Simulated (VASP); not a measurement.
AlN (rocksalt type):

```xyz
2
Lattice="0.0000 2.1544 2.1544 2.1544 0.0000 2.1544 2.1544 2.1544 0.0000" Properties=species:S:1:pos:R:3 pbc="T T T"
Al    0.0000    0.0000    0.0000
N     2.1544    2.1544    2.1544
```

* Program: VASP 6.6.1
* Task: relaxation of cell and atoms
* Functional: LDA
* Potentials or basis: VASP PAW LDA potentials, release 64 (Al, N)
* Cutoff: 600 eV
* k mesh: 15 × 15 × 15
* Occupations: fermi-dirac, width 0.1 eV
* Spin: no spin polarisation

At the start: pressure -38.4 GPa; volume 10.00 Å³/atom.

How do energy, volume and symmetry change on relaxing?

Over 4 steps the energy falls by 276.3 meV/atom and the volume is 8.08 Å³/atom (-19.2 %); space group Fm-3m (No. 225, to 0.05 Å).

Step by step:
| step | energy change (eV) | largest force (eV/Å) | pressure (GPa) | volume (Å³) |
| --- | --- | --- | --- | --- |
| 1 | 0.0000 | 0.0000 | -38.44 | 20.00 |
| 2 | -0.1756 | 0.0000 | 58.99 | 13.83 |
| 3 | -0.5523 | 0.0000 | -1.20 | 16.23 |
| 4 | -0.5526 | 0.0000 | -0.01 | 16.16 |

Final structure:
```yaml
crystal:
  lattice:
    - [0.00000, 2.00654, 2.00654]
    - [2.00654, 0.00000, 2.00654]
    - [2.00654, 2.00654, 0.00000]
  atoms:
    - { symbol: Al, position: [0.00000, 0.00000, 0.00000] }
    - { symbol: N, position: [0.50000, 0.50000, 0.50000] }
```

Caveat: the volume moved by over 15 % at a fixed basis, so the end points are rough.
